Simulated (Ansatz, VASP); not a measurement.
# One calculation of Mo, two programs

The input INCAR:

```
ALGO = Fast
EDIFF = 1E-7
ENCUT = 520
GGA = PE
ISIF = 2
ISMEAR = 0
LASPH = T
LCHARG = F
LREAL = F
LWAVE = F
NBANDS = 66
NELM = 100
PREC = Accurate
SIGMA = 0.15
```

The input KPOINTS:

```
k-points
0
Gamma
  12 12 12
```

POSCAR

```
Mo
1.0
   -3.1420000000     -3.1420000000      3.1420000000
   -3.1420000000      3.1420000000     -3.1420000000
    3.1420000000     -3.1420000000     -3.1420000000
Mo
8
Direct
    0.4777211967      0.4777211967      0.5000000000
    0.0000000000      0.5000000000      0.5000000000
    0.5000000000      0.0000000000      0.5000000000
    0.0000000000      0.0000000000      0.5000000000
    0.5000000000      0.5000000000      0.0000000000
    0.0000000000      0.5000000000      0.0000000000
    0.5000000000      0.0000000000      0.0000000000
    0.0000000000      0.0000000000      0.0000000000
```

Input for Ansatz:

```yaml
crystal:
  lattice:
    - [-3.142, -3.142, 3.142]
    - [-3.142, 3.142, -3.142]
    - [3.142, -3.142, -3.142]
  atoms:
    - { symbol: Mo, position: [0.4777211967, 0.4777211967, 0.5] }
    - { symbol: Mo, position: [0.0, 0.5, 0.5] }
    - { symbol: Mo, position: [0.5, 0.0, 0.5] }
    - { symbol: Mo, position: [0.0, 0.0, 0.5] }
    - { symbol: Mo, position: [0.5, 0.5, 0.0] }
    - { symbol: Mo, position: [0.0, 0.5, 0.0] }
    - { symbol: Mo, position: [0.5, 0.0, 0.0] }
    - { symbol: Mo, position: [0.0, 0.0, 0.0] }
basis:
  ecutwfc: 420
kpoints:
  mp_grid: { grid: [12, 12, 12] }
hamiltonian:
  xc: pbe
scf:
  occupations: { method: gaussian, width: 0.15 }
output:
  forces: true
  stress: true
  eigenvalues: true
```

Alike in both runs: task single point; functional PBE; k mesh 12 × 12 × 12; occupations gaussian, width 0.15 eV; no spin polarisation.

```csv
,VASP,Ansatz
version,VASP 6.6.1,Ansatz 0.2.0
potentials or method,"VASP PAW PBE potentials, release 64 (Mo_sv), cutoff 520 eV","scalar-relativistic, plane waves, PAW"
valence electrons in the cell,112,112
```

VASP gave:

* gap on the k mesh at the Fermi level (eV): none
* pressure (GPa): 5.9
* traceless stress, the component that is largest in VASP (GPa): 0.52
* rms of the force components (eV/Å): 0.447

Q: Estimate Ansatz's values.

A: gap on the k mesh at the Fermi level (eV): none; pressure (GPa): 5.4; traceless stress, the component that is largest in VASP (GPa): 0.53; rms of the force components (eV/Å): 0.443.

Atom by atom the forces differ by 0.004 eV/Å (rms over components). A gap of «none» marks a metal or a gap that the smearing closes.
